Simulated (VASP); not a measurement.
Here is a VASP 6.6.1 calculation.

INCAR

```
PREC = Accurate
ENCUT = 600
EDIFF = 1E-7
ISMEAR = 0
SIGMA = 0.2
LREAL = False
LASPH = True
NELM = 100
ALGO = Normal
ISIF = 3
LWAVE = False
LCHARG = False
GGA = PE
IBRION = 2
NSW = 36
EDIFFG = -0.08
```

File KPOINTS:

```
Automatic mesh
0
Gamma
  4 4 3
```

The input POSCAR:

```
Hf4F3
1.0
    4.7341206400      0.0000000000      0.0000000000
    0.0000000000      4.7341206400      0.0000000000
    0.0000000000      0.0000000000      4.8998823500
Hf F
4 3
Direct
    0.2554910200      0.2554910200      0.2597206200
    0.7445089800      0.7445089800      0.2597206200
    0.7445089800      0.2554910200      0.7402793800
    0.2554910200      0.7445089800      0.7402793800
    0.0000000000      0.0000000000      0.0000000000
    0.0000000000      0.0000000000      0.5000000000
    0.5000000000      0.5000000000      0.0000000000
```

Potentials or basis: VASP PAW PBE potentials, release 64 (Hf_pv, F).

Run with:

```bash
$ cat potpaw_PBE.64/Hf_pv/POTCAR potpaw_PBE.64/F/POTCAR > POTCAR
$ mpirun -np 1 vasp_std > vasp.out
```

**Question.** What does it give for the relaxed cell?

**Answer.** a = 4.858 Å, b = 4.858 Å, c = 5.118 Å, α = 90.00°, β = 90.00°, γ = 90.00°.

**Question.** Estimate the space group after relaxing (to 0.1 Å).

**Answer.** P-42m (No. 111).

**Question.** What does it give for the band gap on the k mesh?

**Answer.** Zero (an odd number of electrons rules out a gap without spin polarisation).

**Question.** Estimate the relaxed volume.

**Answer.** 17.25 Å³/atom.

The path:
```tsv
step	energy change (eV)	largest force (eV/Å)	pressure (GPa)	volume (Å³)
1	0.0000	2.5843	13.94	109.82
2	-0.5678	1.1751	-10.41	132.94
3	-0.8821	1.2027	-3.59	123.14
4	-1.1957	0.7770	-0.82	120.31
5	-1.2663	0.4100	2.25	118.00
6	-1.2690	0.4494	1.67	118.39
7	-1.3174	0.1695	-0.37	120.77
8	-1.3174	0.1756	-0.39	120.80
9	-1.3472	0.1084	-0.22	120.81
10	-1.3643	0.0396	0.17	120.76
```

Caveat: the k points lie up to 0.41 Å⁻¹ apart in the final cell, too coarse for converged energies and pressures of a metal; spin-orbit coupling is left out, which moves the levels of the heavy elements; an odd number of electrons without spin polarisation forces a metal; a magnetic or distorted state may lie lower; the relaxation stopped at a loose force limit of 0.08 eV/Å, so its end isn't a converged minimum.
